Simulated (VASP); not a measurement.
Wanted: the native input for a VASP 6.6.1 run.

```yaml
Task: single point
Functional: r2SCAN
Potentials_or_basis: VASP PAW PBE potentials, release 64 (Si)
Cutoff: 520 eV
k_mesh: 26 × 26 × 6
Occupations: gaussian, width 0.15 eV
Spin: no spin polarisation
Dipole_correction: no
Further_INCAR_settings: ALGO = Normal; EDIFF = 1e-06; NBANDS = 16
```

Crystal: Si.

```
Si
1.0
    -2.62900    0.00000    0.00000
    -1.31450   -2.27678    0.00000
    -1.31437   -0.75885    9.97520
Si
4
Direct
  0.70836 0.70836 0.87500
  0.95834 0.95834 0.12500
  0.87501 0.87501 0.37500
  0.79169 0.79169 0.62500
```

This cell differs from its parent crystal: the part above a cut slid along it.

These files were run (other wordings do the same):

POSCAR

```
Si
1.0
   -2.6290009028      0.0000000000      0.0000000000
   -1.3145004514     -2.2767815684      0.0000000000
   -1.3143690014     -0.7588512967      9.9751962900
Si
4
Direct
   -0.2916375000     -0.2916375000      0.8750000000
   -0.0416625000     -0.0416625000      0.1250000000
   -0.1249875000     -0.1249875000      0.3750000000
   -0.2083125000     -0.2083125000      0.6250000000
```

INCAR.step1

```
SYSTEM = Si
ALGO = Normal
EDIFF = 1E-4
ENCUT = 520
GGA = PE
ISMEAR = 0
LASPH = .TRUE.
LCHARG = .FALSE.
LREAL = .FALSE.
LWAVE = .TRUE.
NBANDS = 16
NELM = 100
PREC = Accurate
SIGMA = 0.15
```

INCAR.step2

```
SYSTEM = Si
ALGO = Normal
EDIFF = 1E-6
ENCUT = 520
ISIF = 2
ISMEAR = 0
ISTART = 1
LASPH = .TRUE.
LCHARG = .TRUE.
LELF = .TRUE.
LMIXTAU = .TRUE.
LREAL = .FALSE.
LVHAR = .TRUE.
LWAVE = .FALSE.
METAGGA = R2SCAN
NBANDS = 16
NELM = 100
PREC = Accurate
SIGMA = 0.15
```

KPOINTS

```
k-points
0
G
  26 26 6
  0 0 0
```

Potentials or basis: VASP PAW PBE potentials, release 64 (Si).

Command:

```bash
$ cat potpaw_PBE.64/Si/POTCAR > POTCAR
$ cp INCAR.step1 INCAR
$ mpirun -np 1 vasp_std > vasp.out
$ cp INCAR.step2 INCAR
$ mpirun -np 1 vasp_std > vasp.out
```

It gave:

```
Pressure               : -1.4 GPa
Largest force          : 0.104 eV/Å
Band gap on the k mesh : zero (bands 8 and 9 overlap by 10.71 eV)
```

Caveat: the cell differs from its parent crystal (the part above a cut slid along it); the PAW data sets were made with another functional, which shifts forces and pressure a little.

It took 40 min on 1 thread of Oxide Virtual Turin-like Processor (shared host), peak memory 0.72 GiB.
